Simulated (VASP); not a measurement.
Set up this calculation in VASP 6.6.1, as the native input.

| Property | Result |
| --- | --- |
| Task | single point |
| Functional | PBEsol |
| Dispersion | D4 |
| Potentials or basis | VASP PAW PBE potentials, release 64 (Sn_d, O) |
| Cutoff | 520 eV |
| k mesh | 4 × 4 × 6 |
| Occupations | gaussian, width 0.02 eV |
| Spin | no spin polarisation |
| Dipole correction | no |
| Further INCAR settings | ALGO = Normal; EDIFF = 1e-06; NBANDS = 35 |

The structure of SnO2 lies in POSCAR:

```
SnO2
1.0
    4.5486038000      0.0000000000      0.0000000000
    0.0000000000      4.6232529000      0.0000000000
    0.0000000000      0.0000000000      3.5910227147
Sn O
2 4
Direct
    0.5000000000      0.5000000000      0.5000000000
    0.0000000000      0.0000000000      0.0000000000
    0.2918550000      0.3210420000      0.0000000000
    0.7918550000      0.1789580000      0.5000000000
    0.2081450000      0.8210420000      0.5000000000
    0.7081450000      0.6789580000      0.0000000000
```

One way to write it, as run:

INCAR

```
PREC = Accurate ; ENCUT = 520
EDIFF = 1E-6 ; ISMEAR = 0
SIGMA = 0.02 ; LREAL = F
LASPH = T ; NELM = 80
ALGO = Normal ; ISIF = 2
LWAVE = F ; LCHARG = T
GGA = PS ; IVDW = 13
LELF = T ; LVHAR = T
NBANDS = 35
```

KPOINTS

```
regular mesh
0
Gamma
  4 4 6
```

Potentials or basis: VASP PAW PBE potentials, release 64 (Sn_d, O).

Command:

```console
$ cat potpaw_PBE.64/Sn_d/POTCAR potpaw_PBE.64/O/POTCAR > POTCAR
$ mpirun -np 1 vasp_std > vasp.out
```

It gave:

The pressure is -9.5 GPa, the largest force is 0.397 eV/Å and the band gap on the k mesh is 0.59 eV. The dispersion energy per atom is -0.146 eV.

Caveat: the cell stands under tension; the PAW data sets were made with another functional, which shifts forces and pressure a little; spin-orbit coupling is left out, which moves the levels of the heavy elements.

Run time: 59 s on 1 thread of AMD EPYC 9R45 (Zen 5) (shared host), peak memory 0.19 GiB.
